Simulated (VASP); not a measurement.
Write the native input for VASP 6.6.1 that does the following.

- Task: single point
- Functional: PBEsol
- Potentials or basis: VASP PAW PBE potentials, release 64 (Ga_d, Sb, P)
- Cutoff: 520 eV
- k mesh: 4 × 4 × 6
- Occupations: fermi-dirac, width 0.03 eV
- Spin: no spin polarisation
- Dipole correction: no
- Further INCAR settings: ALGO = Normal; EDIFF = 1e-06; NBANDS = 32

The structure of Ga2SbP3 lies in POSCAR:

```
Ga2SbP3
1.0
    2.6207108625     -5.8400609463      0.0000000000
    2.6207108625      5.8400609463      0.0000000000
    0.0000000000      0.0000000000      3.9467616932
Ga Sb P
2 1 3
Direct
    0.6394407169      0.3605592831      0.5000000000
    0.3605592831      0.6394407169      0.5000000000
    0.0000000000      0.0000000000      0.0000000000
    0.1532471364      0.8467528636      0.5000000000
    0.8467528636      0.1532471364      0.5000000000
    0.5000000000      0.5000000000      0.0000000000
```

One way to write it, as run:

INCAR

```
SYSTEM = Ga2SbP3
  ALGO = Normal
  EDIFF = 1E-6
  ENCUT = 520
  GGA = PS
  ISIF = 2
  ISMEAR = -1
  LASPH = .TRUE.
  LCHARG = .FALSE.
  LREAL = .FALSE.
  LWAVE = .FALSE.
  NBANDS = 32
  NELM = 80
  PREC = Accurate
  SIGMA = 0.03
```

KPOINTS

```
k-points
0
G
  4 4 6
  0 0 0
```

Potentials or basis: VASP PAW PBE potentials, release 64 (Ga_d, Sb, P).

The run is started by

```console
$ cat potpaw_PBE.64/Ga_d/POTCAR potpaw_PBE.64/Sb/POTCAR potpaw_PBE.64/P/POTCAR > POTCAR
$ mpirun -np 1 vasp_std > vasp.out
```

It gave:

```json
{
  "Pressure": "0.1 GPa",
  "Largest force": "0.023 eV/Å",
  "Band gap on the k mesh": "zero (band 23 reaches 7.10 eV, above the bottom of band 24 at 5.36 eV)"
}
```

Caveat: the PAW data sets were made with another functional, which shifts forces and pressure a little; spin-orbit coupling is left out, which moves the levels of the heavy elements.

Wall time 120 s on 1 thread of Intel Xeon 6975P-C, on a shared host, peak memory 0.31 GiB.
